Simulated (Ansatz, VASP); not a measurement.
Zr2B3 in VASP and in Ansatz

The input INCAR:

```
SYSTEM = Zr2B3
PREC = Accurate
ENCUT = 600
EDIFF = 1E-6
ISMEAR = 0
SIGMA = 0.1
LREAL = .FALSE.
LASPH = .TRUE.
NELM = 100
ALGO = Normal
ISIF = 3
LWAVE = .FALSE.
LCHARG = .FALSE.
GGA = PE
IBRION = 2
NSW = 90
EDIFFG = -0.04
```

Contents of KPOINTS:

```
regular mesh
0
G
  6 6 4
  0 0 0
```

File POSCAR:

```
Zr2B3
1.0
    3.6946876100      0.0000000000      0.0000000000
   -1.8473438100      3.1996933300      0.0000000000
    0.0000000000      0.0000000000      4.5951220600
Zr B
2 3
Direct
    0.6666666700      0.3333333300      0.3216702000
    0.3333333300      0.6666666700      0.6783298000
    0.6666666700      0.3333333300      0.8065447200
    0.3333333300      0.6666666700      0.1934552800
    0.0000000000      0.0000000000      0.0000000000
```

Input for Ansatz:

```yaml
crystal:
  lattice:
    - [3.69468761, 0.0, 0.0]
    - [-1.84734381, 3.19969333, 0.0]
    - [0.0, 0.0, 4.59512206]
  atoms:
    - { symbol: Zr, position: [0.66666667, 0.33333333, 0.3216702] }
    - { symbol: Zr, position: [0.33333333, 0.66666667, 0.6783298] }
    - { symbol: B, position: [0.66666667, 0.33333333, 0.80654472] }
    - { symbol: B, position: [0.33333333, 0.66666667, 0.19345528] }
    - { symbol: B, position: [0.0, 0.0, 0.0] }
basis:
  ecutwfc: 420
kpoints:
  mp_grid: { grid: [6, 6, 4] }
hamiltonian:
  xc: pbe
scf:
  occupations: { method: gaussian, width: 0.1 }
  lower_state_search: "off"
output:
  forces: true
  stress: true
  eigenvalues: true
relax:
  adjacent_minimum: "off"
  f_tol: 0.04
  max_steps: 70
  cell: { stress_tol: 0.4 }
```

Change from the starting cell: species swapped into the In2Au3 type (P-3m1, No. 164).

Alike in both runs: task relaxation of cell and atoms; functional PBE; k mesh 6 × 6 × 4; occupations gaussian, width 0.1 eV; no spin polarisation.

|  | VASP | Ansatz |
| --- | --- | --- |
| version | VASP 6.6.1 | Ansatz 0.2.0 |
| potentials or method | VASP PAW PBE potentials, release 64 (Zr_sv, B), cutoff 600 eV | scalar-relativistic, plane waves, PAW |
| valence electrons in the cell | 33 | 33 |

Ansatz gave:

| Quantity | Value |
| --- | --- |
| gap on the k mesh at the Fermi level, each at its own relaxed structure (eV) | none |
| relaxed volume (Å³/atom) | 13.57 |
| relaxed length of the cell vector where the two differ most in proportion (Å) | 4.972 |

Question: Estimate VASP's values.

Answer: gap on the k mesh at the Fermi level, each at its own relaxed structure (eV): none; relaxed volume (Å³/atom): 13.59; relaxed length of the cell vector where the two differ most in proportion (Å): 4.975.

A gap of «none» marks a metal or a gap that the smearing closes.

Noted on VASP's run: the volume moved by over 15 % at a fixed basis, so the end points are rough.
